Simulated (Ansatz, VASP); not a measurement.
**NbIn2S3: VASP beside Ansatz**

```xyz
6
Lattice="3.8664 0.0000 0.0000 0.0000 3.8664 0.0000 0.0000 0.0000 8.2083" Properties=species:S:1:pos:R:3 pbc="T T T"
Nb    0.0000    0.0000    5.1314
In    1.9332    1.9332    5.9805
In    0.0000    0.0000    2.2182
S     1.9332    0.0000    8.1964
S     0.0000    1.9332    8.1964
S     1.9332    1.9332    3.1100
```

Change from the starting cell: species swapped into the Zr2As3S type (P4mm, No. 99).

Alike in both runs: task single point; functional PBE; k mesh 4 × 4 × 2; occupations gaussian, width 0.1 eV; no spin polarisation.

|  | VASP | Ansatz |
| --- | --- | --- |
| version | VASP 6.6.1 | Ansatz 0.2.0 |
| potentials or method | VASP PAW PBE potentials, release 64 (Nb_sv, In_d, S), cutoff 520 eV | scalar-relativistic, plane waves, PAW |
| valence electrons in the cell | 57 | 57 |

VASP gave:

```
gap on the k mesh at the Fermi level (eV)                     : none
pressure (GPa)                                                : 0.4
traceless stress, the component that is largest in VASP (GPa) : 3.35
rms of the force components (eV/Å)                            : 0.476
```

Estimate Ansatz's values.

gap on the k mesh at the Fermi level (eV): none; pressure (GPa): 0.5; traceless stress, the component that is largest in VASP (GPa): 3.34; rms of the force components (eV/Å): 0.474.

Atom by atom the forces differ by 0.003 eV/Å (rms over components). A gap of «none» marks a metal or a gap that the smearing closes.

The k mesh is coarse, so the values compare programs but aren't converged.
